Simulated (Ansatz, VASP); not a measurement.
Two plane-wave programs on Si2W

```
CELL_PARAMETERS angstrom
4.74449 0.00000 0.00000
-2.37224 4.10885 0.00000
0.00000 0.00000 6.28739
ATOMIC_POSITIONS crystal
Si 0.81132 0.62264 0.50000
Si 0.18868 0.81132 0.83333
Si 0.62264 0.81132 0.16667
Si 0.18868 0.37736 0.50000
Si 0.81132 0.18868 0.83333
Si 0.37736 0.18868 0.16667
W 0.00000 0.50000 0.16667
W 0.50000 0.50000 0.83333
W 0.50000 0.00000 0.50000
```

Alike in both runs: task single point; functional PBE; k mesh 9 × 9 × 6; occupations gaussian, width 0.03 eV; no spin polarisation.

|  | VASP | Ansatz |
| --- | --- | --- |
| version | VASP 6.6.1 | Ansatz 0.2.0 |
| potentials or method | VASP PAW PBE potentials, release 64 (Si, W_sv), cutoff 520 eV | scalar-relativistic, plane waves, PAW |
| valence electrons in the cell | 66 | 66 |

|  | VASP | Ansatz | Ansatz less VASP |
| --- | --- | --- | --- |
| gap on the k mesh at the Fermi level (eV) | none | none | - |
| pressure (GPa) | 10.0 | 10.0 | -0.03 |
| traceless stress, the component that is largest in VASP (GPa) | 14.89 | 14.88 | -0.016 |
| rms of the force components (eV/Å) | 1.199 | 1.198 | -0.0015 |

Atom by atom the forces differ by 0.002 eV/Å (rms over components). A gap of «none» marks a metal or a gap that the smearing closes. With one functional, cell and mesh, what is left measures potentials, basis and numerics.

Spin-orbit coupling is off throughout.
